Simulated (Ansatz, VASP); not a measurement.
**CuI, level by level in two programs**

```
I Cu
1.0
     0.00000    2.96962    2.96962
     2.96962    0.00000    2.96962
     2.96962    2.96962    0.00000
I Cu
1 1
Direct
  0.00000 0.00000 0.00000
  0.75000 0.75000 0.75000
```

Single points on this cell with VASP 6.6.1 and Ansatz 0.2.0. Each row is one pair of runs. Alike in all rows: spin: off; k mesh: 8 × 8 × 8; smearing: fermi-dirac, width 0.05 eV; VASP's potentials, cutoff: VASP PAW PBE potentials, release 64 (I, Cu), 520 eV; Ansatz's potentials, cutoff: Ansatz PAW, 420 eV.

```csv
level,"gap on the k mesh at the Fermi level (eV), VASP","gap on the k mesh at the Fermi level (eV), Ansatz","least direct gap on the mesh (eV), VASP","least direct gap on the mesh (eV), Ansatz","pressure (GPa), VASP","pressure (GPa), Ansatz"
PBE+D3(BJ),1.32,1.29,1.32,1.29,0.8,0.8
RPBE,1.45,1.43,1.45,1.43,5.5,5.5
SVWN5,1.13,1.11,1.13,1.11,-1.9,-2.1
```

Gap on the k mesh at the fermi level (eV): the two programs differ by at most 0.024; least direct gap on the mesh (eV): the two programs differ by at most 0.024; pressure (GPa): the two programs differ by at most 0.16.

VASP's potentials hold 18 valence electrons a cell and Ansatz's 36, so a difference there can come from the potentials and not from the codes.

Spin-orbit coupling is off throughout.
